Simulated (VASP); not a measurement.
**Ir: single point with LDA**

Crystal: Ir.

```
CELL_PARAMETERS angstrom
0.00000 1.89922 1.89922
1.89922 0.00000 1.89922
1.89922 1.89922 0.00000
ATOMIC_POSITIONS crystal
Ir 0.00000 0.00000 0.00000
```

* Program: VASP 6.6.1
* Task: single point
* Functional: LDA
* Potentials or basis: VASP PAW LDA potentials, release 64 (Ir)
* Cutoff: 500 eV
* k mesh: 10 × 10 × 10
* Occupations: fermi-dirac, width 0.05 eV
* Spin: no spin polarisation
* Dipole correction: no
* Further INCAR settings: ALGO = Normal; EDIFF = 1e-06; NBANDS = 10

```
Pressure : 6.9 GPa
```

Levels at points of the mesh, in eV from the Fermi level:
```
           k point  band 1  band 2  band 3  band 4  band 5  band 6  band 7  band 8
(0.00, 0.00, 0.00)  -11.53   -4.19   -4.19   -4.19   -1.32   -1.32   14.19   19.93
(0.50, 0.00, 0.00)   -8.54   -4.29   -4.29   -0.87    0.88    0.88    7.52   13.74
(0.50, 0.50, 0.00)   -8.37   -7.81    0.87    1.48    1.48    1.66   10.89   11.78
```

Wall time 3.7 s on 1 thread of Intel(R) Xeon(R) Platinum 8559C (Emerald Rapids), with other jobs on the host, peak memory 0.12 GiB.

Caveat: spin-orbit coupling is left out, which moves the levels of the heavy elements.
